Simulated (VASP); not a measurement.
Here is a VASP 6.6.1 calculation.

The input INCAR:

```
SYSTEM = Ti
ALGO     = Normal         ! electronic algorithm
EDIFF    = 1E-7           ! SCF threshold, eV
ENCUT    = 520            ! plane-wave cutoff, eV
GGA      = PS             ! functional
ISIF     = 2              ! what is computed and relaxed
ISMEAR   = 0              ! smearing method
ISPIN    = 2              ! spin polarisation
LASPH    = .True.         ! aspherical terms in the spheres
LCHARG   = .False.        ! write CHGCAR
LMAXMIX  = 4              ! l up to which the mixer works
LORBIT   = 11             ! projections on sites
LREAL    = .False.        ! projectors in reciprocal space
LWAVE    = .False.        ! write WAVECAR
MAGMOM   = 0.25           ! initial moments
NBANDS   = 16             ! bands
NELM     = 150            ! most SCF steps
NUPDOWN  = 0.25           ! fixed moment
PREC     = Accurate       ! precision mode
SIGMA    = 0.15           ! smearing width, eV
```

KPOINTS

```
k-points
0
Gamma
  22 22 22
  0 0 0
```

POSCAR

```
Ti
1.0
   -1.6961562523      1.6961562523      1.6961562523
    1.6961562523     -1.6961562523      1.6961562523
    1.6961562523      1.6961562523     -1.6961562523
Ti
1
Direct
    0.0000000000      0.0000000000      0.0000000000
```

Potentials or basis: VASP PAW PBE potentials, release 64 (Ti_sv).

Launch:

```bash
$ cat potpaw_PBE.64/Ti_sv/POTCAR > POTCAR
$ mpirun -np 1 vasp_std > vasp.out
```

Problem. What does it give for the pressure?

Solution. -14.0 GPa.

Caveat: the PAW data sets were made with another functional, which shifts forces and pressure a little; the total moment is fixed, so each spin has its own Fermi level.
